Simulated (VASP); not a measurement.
Write the native input for VASP 6.6.1 that does the following.

- Task: single point
- Functional: PBEsol
- Potentials or basis: VASP PAW PBE potentials, release 64 (Te)
- Cutoff: 520 eV
- k mesh: 9 × 9 × 9
- Occupations: fermi-dirac, width 0.1 eV
- Spin: no spin polarisation
- Dipole correction: no
- Further INCAR settings: ALGO = Normal; EDIFF = 1e-06; NBANDS = 13

The structure of Te lies in POSCAR:

```
Te
1.0
    0.0000000000      3.5763553815      3.5763553815
    3.5763553815      0.0000000000      3.5763553815
    3.5763553815      3.5763553815      0.0000000000
Te
2
Direct
    0.1250000000      0.1250000000      0.1250000000
    0.8750000000      0.8750000000      0.8750000000
```

This isn't the form of Te at room conditions, which is trigonal, of chains.

The input as run:

INCAR

```
ALGO     = Normal         # electronic algorithm
EDIFF    = 1E-6           # SCF threshold, eV
ENCUT    = 520            # plane-wave cutoff, eV
GGA      = PS             # functional
ISIF     = 2              # what is computed and relaxed
ISMEAR   = -1             # smearing method
LASPH    = True           # aspherical terms in the spheres
LCHARG   = False          # write CHGCAR
LREAL    = False          # projectors in reciprocal space
LWAVE    = False          # write WAVECAR
NBANDS   = 13             # bands
NELM     = 100            # most SCF steps
PREC     = Accurate       # precision mode
SIGMA    = 0.1            # smearing width, eV
```

KPOINTS

```
k-points
0
Gamma
  9 9 9
```

Potentials or basis: VASP PAW PBE potentials, release 64 (Te).

Launch:

```console
$ cat potpaw_PBE.64/Te/POTCAR > POTCAR
$ mpirun -np 1 vasp_std > vasp.out
```

Results of the run:

| Item | Value |
| --- | --- |
| Pressure | -1.1 GPa |
| Band gap on the k mesh | zero (bands 6 and 7 overlap by 0.91 eV) |

Caveat: the PAW data sets were made with another functional, which shifts forces and pressure a little; spin-orbit coupling is left out, which moves the levels of the heavy elements.

It took 38 s on 1 thread of Intel(R) Xeon(R) Platinum 8259CL CPU @ 2.50GHz (Skylake/Cascade Lake) (shared host), peak memory 0.24 GiB.
